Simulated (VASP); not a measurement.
# AlN (AlN (P6_3mc)) (P6_3mc) in VASP: single point with PBE

Aim: the single point of AlN (AlN (P6_3mc)) with PBE.

Everything below comes from runs of VASP 6.6.1. Logs are shortened: lines on timing, memory, paths and dates and some standing lists are left out, and cuts for length are marked.

## 1. The cell of the first run

It takes space group P6_3mc (No. 186, hexagonal). Conventional cell: a = 3.130 Å, b = 3.130 Å, c = 5.017 Å, α = 90.00°, β = 90.00°, γ = 120.00°. Al (site symmetry 3m) has 4 N at 1.90 to 1.91 Å within 2.5 Å. Within 2.5 Å of N (site symmetry 3m) lie 4 Al at 1.90 to 1.91 Å.

## 2. Single point, PBE

Input file INCAR:

```
SYSTEM = AlN
PREC = Accurate
ENCUT = 520
EDIFF = 1E-6
ISMEAR = 0
SIGMA = 0.01
LREAL = Auto
LASPH = .True.
NELM = 60
ALGO = Normal
ISIF = 2
LWAVE = .False.
LCHARG = .False.
GGA = PE
ISYM = 0
NBANDS = 126
```

Input file KPOINTS:

```
Automatic mesh
0
Gamma
  1 1 2
  0.25 0.25 0.25
```

Input file POSCAR:

```
AlN
1.0
    9.3892708211      5.4208981504      0.0000000000
   -9.3892709202      5.4208979788      0.0000000000
    0.0000000000      0.0000000000      5.0174032950
Al N
24 24
Direct
    0.0000000000      0.1666666667      0.4992353700
    0.1666666667      0.0000000000      0.4992353700
    0.3333333333      0.3333333333      0.4992353700
    0.0000000000      0.3333333333      0.9992353700
    0.1666666667      0.1666666667      0.9992353700
    0.3333333333      0.0000000000      0.9992353700
    0.0000000000      0.6666666667      0.4992353700
    0.1666666667      0.5000000000      0.4992353700
    0.3333333333      0.8333333333      0.4992353700
    0.0000000000      0.8333333333      0.9992353700
    0.1666666667      0.6666666667      0.9992353700
    0.3333333333      0.5000000000      0.9992353700
    0.5000000000      0.1666666667      0.4992353700
    0.6666666667      0.0000000000      0.4992353700
    0.8333333333      0.3333333333      0.4992353700
    0.5000000000      0.3333333333      0.9992353700
    0.6666666667      0.1666666667      0.9992353700
    0.8333333333      0.0000000000      0.9992353700
    0.5000000000      0.6666666667      0.4992353700
    0.6666666667      0.5000000000      0.4992353700
    0.8333333333      0.8333333333      0.4992353700
    0.5000000000      0.8333333333      0.9992353700
    0.6666666667      0.6666666667      0.9992353700
    0.8333333333      0.5000000000      0.9992353700
    0.0000000000      0.1666666667      0.8807646300
    0.1666666667      0.0000000000      0.8807646300
    0.3333333333      0.3333333333      0.8807646300
    0.0000000000      0.3333333333      0.3807646300
    0.1666666667      0.1666666667      0.3807646300
    0.3333333333      0.0000000000      0.3807646300
    0.0000000000      0.6666666667      0.8807646300
    0.1666666667      0.5000000000      0.8807646300
    0.3333333333      0.8333333333      0.8807646300
    0.0000000000      0.8333333333      0.3807646300
    0.1666666667      0.6666666667      0.3807646300
    0.3333333333      0.5000000000      0.3807646300
    0.5000000000      0.1666666667      0.8807646300
    0.6666666667      0.0000000000      0.8807646300
    0.8333333333      0.3333333333      0.8807646300
    0.5000000000      0.3333333333      0.3807646300
    0.6666666667      0.1666666667      0.3807646300
    0.8333333333      0.0000000000      0.3807646300
    0.5000000000      0.6666666667      0.8807646300
    0.6666666667      0.5000000000      0.8807646300
    0.8333333333      0.8333333333      0.8807646300
    0.5000000000      0.8333333333      0.3807646300
    0.6666666667      0.6666666667      0.3807646300
    0.8333333333      0.5000000000      0.3807646300
```

Potentials or basis: VASP PAW PBE potentials, release 64 (Al, N).

On the command line:

```sh
$ cat potpaw_PBE.64/Al/POTCAR potpaw_PBE.64/N/POTCAR > POTCAR
$ mpirun -np 1 vasp_std > vasp.out
```

OUTCAR:

```text
SYSTEM = AlN
   PREC = Accurate
   ENCUT = 520
   EDIFF = 1E-6
   ISMEAR = 0
   LREAL = Auto
   LASPH = .True.
   NELM = 60
   ISIF = 2
   GGA = PE
   ISYM = 0

 ion  position               nearest neighbor table
   1  0.000  0.167  0.499-  28 1.90  42 1.90  29 1.90  25 1.91   4 3.09   4 3.09  18 3.09  18 3.09
                             5 3.09   5 3.09  14 3.13   3 3.13   8 3.13  15 3.13  21 3.13   2 3.13
   2  0.167  0.000  0.499-  30 1.90  34 1.90  29 1.90  26 1.91   6 3.09   6 3.09  10 3.09  10 3.09
                             5 3.09   5 3.09  13 3.13   3 3.13   7 3.13   9 3.13  21 3.13   1 3.13
   3  0.333  0.333  0.499-  29 1.90  40 1.90  36 1.90  27 1.91   5 3.09   5 3.09  16 3.09  16 3.09
                            12 3.09  12 3.09   1 3.13   2 3.13   8 3.13  13 3.13  20 3.13  19 3.13
   4  0.000  0.333  0.999-  25 1.90  32 1.90  39 1.90  28 1.91   1 3.09   1 3.09   8 3.09   8 3.09
                            15 3.09  15 3.09  12 3.13  17 3.13  18 3.13   5 3.13  11 3.13  24 3.13
   5  0.167  0.167  0.999-  27 1.90  25 1.90  26 1.90  29 1.91   3 3.09   3 3.09   1 3.09   1 3.09
                             2 3.09   2 3.09  16 3.13  12 3.13   6 3.13   4 3.13  18 3.13  10 3.13
   6  0.333  0.000  0.999-  26 1.90  37 1.90  33 1.90  30 1.91   2 3.09   2 3.09  13 3.09  13 3.09
                             9 3.09   9 3.09  10 3.13  11 3.13  16 3.13   5 3.13  17 3.13  22 3.13
   7  0.000  0.667  0.499-  34 1.90  48 1.90  35 1.90  31 1.91  10 3.09  10 3.09  24 3.09  24 3.09
                            11 3.09  11 3.09  20 3.13   9 3.13   2 3.13  21 3.13  15 3.13   8 3.13
   8  0.167  0.500  0.499-  36 1.90  28 1.90  35 1.90  32 1.91  12 3.09  12 3.09   4 3.09   4 3.09
                            11 3.09  11 3.09  19 3.13   9 3.13   1 3.13   3 3.13  15 3.13   7 3.13
   9  0.333  0.833  0.499-  35 1.90  46 1.90  30 1.90  33 1.91  11 3.09  11 3.09  22 3.09  22 3.09
                             6 3.09   6 3.09   7 3.13   8 3.13   2 3.13  19 3.13  14 3.13  13 3.13
  10  0.000  0.833  0.999-  31 1.90  26 1.90  45 1.90  34 1.91   7 3.09   7 3.09   2 3.09   2 3.09
                            21 3.09  21 3.09   6 3.13  23 3.13  24 3.13  11 3.13   5 3.13  18 3.13
  11  0.167  0.667  0.999-  33 1.90  31 1.90  32 1.90  35 1.91   9 3.09   9 3.09   7 3.09   7 3.09
                             8 3.09   8 3.09  22 3.13   6 3.13  10 3.13  12 3.13  24 3.13   4 3.13
[... 48 lines left out ...]
  47  0.667  0.667  0.381-  21 1.90  19 1.90  20 1.90  23 1.91
  48  0.833  0.500  0.381-  20 1.90   7 1.90  15 1.90  24 1.91

IMPORTANT INFORMATION: All symmetrisations will be switched off!
NOSYMM: (Re-)initialisation of all symmetry stuff for point group C_1.

----------------------------------------------------------------------------------------

                                     Primitive cell

  volume of cell :     510.7544

  direct lattice vectors                    reciprocal lattice vectors
     9.389270821  5.420898150  0.000000000     0.053252270  0.092235640  0.000000000
    -9.389270920  5.420897979  0.000000000    -0.053252272  0.092235639  0.000000000
     0.000000000  0.000000000  5.017403295     0.000000000  0.000000000  0.199306283

  length of vectors
    10.841796129 10.841796129  5.017403295     0.106504543  0.106504543  0.199306283

  position of ions in fractional coordinates (direct lattice)
     0.000000000  0.166666667  0.499235370
     0.166666667  0.000000000  0.499235370
     0.333333333  0.333333333  0.499235370
     0.000000000  0.333333333  0.999235370
     0.166666667  0.166666667  0.999235370
     0.333333333  0.000000000  0.999235370
[... 40 lines left out ...]
     0.666666667  0.666666667  0.380764630
     0.833333333  0.500000000  0.380764630

  ion indices of the primitive-cell ions
   primitive index   ion index
                 1           1
                 2           2
                 3           3
                 4           4
                 5           5
                 6           6
[... 40 lines left out ...]
                47          47
                48          48

----------------------------------------------------------------------------------------

 KPOINTS: Automatic mesh

Automatic generation of k-mesh.
 Grid dimensions read from file:
 generate k-points for:    1    1    2

 Generating k-lattice:

  Cartesian coordinates                     Fractional coordinates (reciprocal lattice)
     0.053252270  0.092235640  0.000000000     1.000000000  0.000000000  0.000000000
    -0.053252272  0.092235639  0.000000000     0.000000000  1.000000000  0.000000000
     0.000000000  0.000000000  0.099653141     0.000000000  0.000000000  0.500000000

  Length of vectors
     0.106504543  0.106504543  0.099653141

  Shift w.r.t. Gamma in fractional coordinates (k-lattice)
     0.250000000  0.250000000  0.250000000

 Subroutine IBZKPT returns following result:
 ===========================================

 Found     12 irreducible k-points:

 Following reciprocal coordinates:
            Coordinates               Weight
  0.250000  0.250000  0.125000      2.000000
 -0.250000  0.500000  0.125000      2.000000
  0.500000  0.250000  0.125000      2.000000
 -0.250000 -0.250000  0.125000      2.000000
  0.250000  0.500000  0.125000      2.000000
  0.500000 -0.250000  0.125000      2.000000
  0.250000  0.250000 -0.375000      2.000000
 -0.250000  0.500000 -0.375000      2.000000
  0.500000  0.250000 -0.375000      2.000000
 -0.250000 -0.250000 -0.375000      2.000000
  0.250000  0.500000 -0.375000      2.000000
  0.500000 -0.250000 -0.375000      2.000000
   k-points           NKPTS =     12   k-points in BZ     NKDIM =     12   number of bands    NBANDS=    126
   number of dos      NEDOS =    301   number of ions     NIONS =     48
   total plane-waves  NPLWV = 282240
   dimension x,y,z NGX =    84 NGY =   84 NGZ =   40
   dimension x,y,z NGXF=   168 NGYF=  168 NGZF=   80
   ions per type =              24  24
   NGX,Y,Z   is equivalent  to a cutoff of  12.88, 12.88, 13.25 a.u.
   NGXF,Y,Z  is equivalent  to a cutoff of  25.76, 25.76, 26.51 a.u.
 SYSTEM =  AlN
   PREC   = accura    normal or accurate (medium, high low for compatibility)
   ISTART =      0    job   : 0-new  1-cont  2-samecut
   ICHARG =      2    charge: 1-file 2-atom 10-const
   ISPIN  =      1    spin polarized calculation?
   LNONCOLLINEAR =      F non collinear calculations
   LSORBIT =      F    spin-orbit coupling
   LASPH  =      T    aspherical Exc in radial PAW
   ENCUT  =  520.0 eV  38.22 Ry    6.18 a.u.  20.16 20.16  9.33*2*pi/ulx,y,z
   NELM   =     60;   NELMIN=  2; NELMDL= -5     # of ELM steps
   EDIFF  = 0.1E-05   stopping-criterion for ELM
   LREAL  =      T    real-space projection
   EDIFFG = 0.1E-04   stopping-criterion for IOM
   NSW    =      0    number of steps for IOM
   IBRION =     -1    ionic relax: 0-MD 1-quasi-New 2-CG
   NFREE  =      0    steps in history (QN), initial steepest desc. (CG)
   ISIF   =      2    stress and relaxation
   ISYM   =      0    0-nonsym 1-usesym 2-fastsym
   POTIM  = 0.5000    time-step for ionic-motion
   TEBEG  =    0.0;   TEEND  =   0.0 temperature during run
   PSTRESS=    0.0 pullay stress
   NELECT =     192.0000    total number of electrons
   NUPDOWN=      -1.0000    fix difference up-down
   EMIN   =  10.00;   EMAX   =-10.00  energy-range for DOS
   EFERMI =   0.00;   METHOD = LEGACY
   ISMEAR =     0;   SIGMA  =   0.01  broadening in eV -4-tet -1-fermi 0-gaus
   EFERMI_NEDOS =   21; number of points for ismear=-14 and -15
   IALGO  =     38    algorithm
   IMIX   =      4    mixing-type and parameters
     AMIX     =   0.40;   BMIX     =  1.00
     AMIX_MAG =   1.60;   BMIX_MAG =  1.00
  volume/ion in A,a.u.               =      10.64        71.81
  Fermi-wavevector in a.u.,A,eV,Ry     =   1.181511  2.232733 18.993310  1.395969
  Thomas-Fermi vector in A             =   2.317783
   LORBIT       =      0    0 simple, 1 ext, 2 COOP (PROOUT), +10 PAW based schemes
   GGA     = PE    functional components
   LHFCALC =     F    Hartree Fock is set to
   AEXX    =    0.0000 exact exchange contribution
   IVDW    =     0    specifies the selected vdW correction
   LEPSILON=     F    determine dielectric tensor
   LRPA    =     F    only Hartree local field effects (RPA)
 non-spin polarized calculation
 Gauss-broadening in eV      SIGMA  =   0.01
  energy-cutoff  :      520.00
  volume of cell :      510.75
 maximum number of plane-waves:     13755
 NGX is ok and might be reduce to    84
   NGX = 41   NGY = 41   NGZ = 19

 number of electron     191.9999946 magnetization

 Free energy of the ion-electron system (eV)
  ---------------------------------------------------
  ext. energy  EPLUGINS =         0.00000000
  ---------------------------------------------------
  free energy    TOTEN  =      -357.43294705 eV

  energy without entropy =     -357.43294705  energy(sigma->0) =     -357.43294705

 E-fermi :   5.8256     XC(G=0): -10.8293

 val. band max:        5.7516131359   @ k =   0.5000   0.2500   0.1250
 cond. band min:      11.0371612121   @ k =   0.2500   0.2500   0.1250
 fundamental gap:      5.2855480762
 Fermi energy:         5.8255698722

 k-point     1 :       0.2500    0.2500    0.1250
  band No.  band energies     occupation
      1      -8.8525      2.00000
      2      -8.6072      2.00000
      3      -8.6072      2.00000
      4      -7.9547      2.00000
      5      -7.9546      2.00000
      6      -7.6050      2.00000
[... 1321 lines left out ...]
    107      12.1022      0.00000
    108      12.2624      0.00000
 [bands above 108 left out]

------------------------ aborting loop because EDIFF is reached ----------------------------------------

  FORCE on cell =-STRESS in cart. coord.  units (eV):
  Direction    XX          YY          ZZ          XY          YZ          ZX
  --------------------------------------------------------------------------------------
  -------------------------------------------------------------------------------------
  Total       -0.5938856     -0.5938222     -0.2484712     -0.0000110      0.0000011      0.0000183
  in kB       -1.8629502     -1.8627513     -0.7794253     -0.0000346      0.0000033      0.0000573
  external PRESSURE =      -1.5017089 kB  Pullay stress =       0.0000000 kB

 VOLUME and BASIS-vectors are now :
 -----------------------------------------------------------------------------
  energy-cutoff  :      520.00
  volume of cell :      510.75
      direct lattice vectors                 reciprocal lattice vectors
     9.389270821  5.420898150  0.000000000     0.053252270  0.092235640  0.000000000
    -9.389270920  5.420897979  0.000000000    -0.053252272  0.092235639  0.000000000
     0.000000000  0.000000000  5.017403295     0.000000000  0.000000000  0.199306283

 POSITION                                       TOTAL-FORCE (eV/Angst)
 -----------------------------------------------------------------------------------
     -1.56488      0.90348      2.50487         0.000007     -0.000016      0.004461
      1.56488      0.90348      2.50487         0.000037     -0.000032      0.004466
     -0.00000      3.61393      2.50487         0.000058     -0.000004      0.004490
     -3.12976      1.80697      5.01357        -0.000044     -0.000028      0.004444
     -0.00000      1.80697      5.01357         0.000027      0.000009      0.004447
      3.12976      1.80697      5.01357         0.000049     -0.000079      0.004479
[... 40 lines left out ...]
     -0.00000      7.22786      1.91045         0.000003      0.000002     -0.004463
      3.12976      7.22786      1.91045        -0.000006     -0.000005     -0.004462
 -----------------------------------------------------------------------------------
    total drift:                               -0.000009     -0.000003      0.089975

  FREE ENERGIE OF THE ION-ELECTRON SYSTEM (eV)
  ---------------------------------------------------
  free  energy   TOTEN  =      -357.4329470489 eV

  energy  without entropy=     -357.4329470489  energy(sigma->0) =     -357.43294705
```

It took 22 min on 1 thread of Intel Xeon Platinum 8488C (Sapphire Rapids), shared host; peak memory 0.86 GiB.

Results:

- Free energy: -357.4329 eV
- Pressure: -0.2 GPa
- Largest force: 0.005 eV/Å
- Band gap on the k mesh: 5.29 eV

Forces on the atoms (eV/Å):
```
Al   0.000  0.000  0.004
Al   0.000  0.000  0.004
Al   0.000  0.000  0.004
Al   0.000  0.000  0.004
Al   0.000  0.000  0.004
Al   0.000  0.000  0.004
Al   0.000  0.000  0.004
Al   0.000  0.000  0.004
Al   0.000  0.000  0.005
Al   0.000  0.000  0.005
Al   0.000  0.000  0.004
Al   0.000  0.000  0.004
Al   0.000  0.000  0.004
Al   0.000  0.000  0.004
Al   0.000  0.000  0.005
Al   0.000  0.000  0.004
Al   0.000  0.000  0.004
Al   0.000  0.000  0.004
Al   0.000  0.000  0.005
Al   0.000  0.000  0.005
Al   0.000  0.000  0.004
Al   0.000  0.000  0.004
Al   0.000  0.000  0.004
Al   0.000  0.000  0.004
N    0.000  0.000 -0.004
N    0.000  0.000 -0.004
N    0.000  0.000 -0.004
N    0.000  0.000 -0.004
N    0.000  0.000 -0.004
N    0.000  0.000 -0.004
N    0.000  0.000 -0.004
N    0.000  0.000 -0.004
N    0.000  0.000 -0.004
N    0.000  0.000 -0.004
N    0.000  0.000 -0.004
N    0.000  0.000 -0.004
N    0.000  0.000 -0.004
N    0.000  0.000 -0.004
N    0.000  0.000 -0.004
N    0.000  0.000 -0.004
N    0.000  0.000 -0.004
N    0.000  0.000 -0.004
N    0.000  0.000 -0.004
N    0.000  0.000 -0.004
N    0.000  0.000 -0.004
N    0.000  0.000 -0.004
N    0.000  0.000 -0.004
N    0.000  0.000 -0.004
```

Levels at points of the mesh, in eV from the valence-band top:
```
           k point  band 92  band 93  band 94  band 95  band 96  band 97  band 98  band 99  band 100  band 101
(0.25, 0.25, 0.12)    -0.19    -0.08    -0.08    -0.06     0.00     5.29     5.81     5.81      5.88      5.88
```

Caveat: the k points lie up to 0.67 Å⁻¹ apart.
